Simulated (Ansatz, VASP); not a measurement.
## PbS: VASP beside Ansatz

```
Pb S
1.0
     0.00000    2.96575    2.96575
     2.96575    0.00000    2.96575
     2.96575    2.96575    0.00000
Pb S
1 1
Direct
  0.00059 0.99935 0.00014
  0.49617 0.50420 0.49909
```

Alike in both runs: task single point; functional PBE; k mesh 3 × 3 × 3; no spin polarisation.

|  | VASP | Ansatz |
| --- | --- | --- |
| version | VASP 6.6.1 | Ansatz 0.2.0 |
| potentials or method | VASP PAW PBE potentials, release 64 (Pb_d, S) | plane waves, PAW |
| plane-wave cutoff (eV) | 500 | 420 |
| occupations | gaussian, width 0.01 eV | fixed |
| valence electrons in the cell | 20 | 20 |

|  | VASP | Ansatz | Ansatz less VASP |
| --- | --- | --- | --- |
| rms of the force components (eV/Å) | 0.003 | 0.003 | -0.0001 |

Atom by atom the forces differ by 0.000 eV/Å (rms over components).

The k mesh is coarse, so the values compare programs but aren't converged. Spin-orbit coupling is off throughout.
